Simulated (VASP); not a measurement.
A run of VASP 6.6.1 is set up as follows.

File INCAR:

```
  PREC = Accurate
  ENCUT = 520
  EDIFF = 1E-6
  ISMEAR = 0
  SIGMA = 0.15
  LREAL = F
  LASPH = T
  NELM = 80
  ALGO = Fast
  ISIF = 2
  LWAVE = F
  LCHARG = F
  GGA = PS
  NBANDS = 13
```

KPOINTS

```
regular mesh
0
Gamma
  16 16 16
```

The input POSCAR:

```
AlCo
1.0
    2.8194032100      0.0000000000      0.0000000000
    0.0000000000      2.8194032100      0.0000000000
    0.0000000000      0.0000000000      2.8194032100
Al Co
1 1
Direct
    0.0000000000      0.0000000000      0.0000000000
    0.5931048099      0.5000000000      0.5000000000
```

Potentials or basis: VASP PAW PBE potentials, release 64 (Al, Co).

Command:

```bash
$ cat potpaw_PBE.64/Al/POTCAR potpaw_PBE.64/Co/POTCAR > POTCAR
$ mpirun -np 1 vasp_std > vasp.out
```

Question: What does it give for the band gap on the k mesh?

Answer: Zero (bands 6 and 7 overlap by 2.53 eV).

Question: What does it give for the pressure?

Answer: 6.2 GPa.

Question: Predict the largest force.

Answer: 2.088 eV/Å.

Stress tensor (GPa, compression positive):
```
3.05 0.00 0.00
0.00 7.82 0.00
0.00 0.00 7.82
```

Caveat: the cell differs from its parent crystal (all Co atoms moved +0.263 Å, as atom 2 along Cartesian [1 0 0]); the cell stands under pressure; the PAW data sets were made with another functional, which shifts forces and pressure a little; the run has no spin polarisation, though such a crystal can be magnetic. Spin polarisation is off, so any magnetic state and its effect on volume and gap are missing.
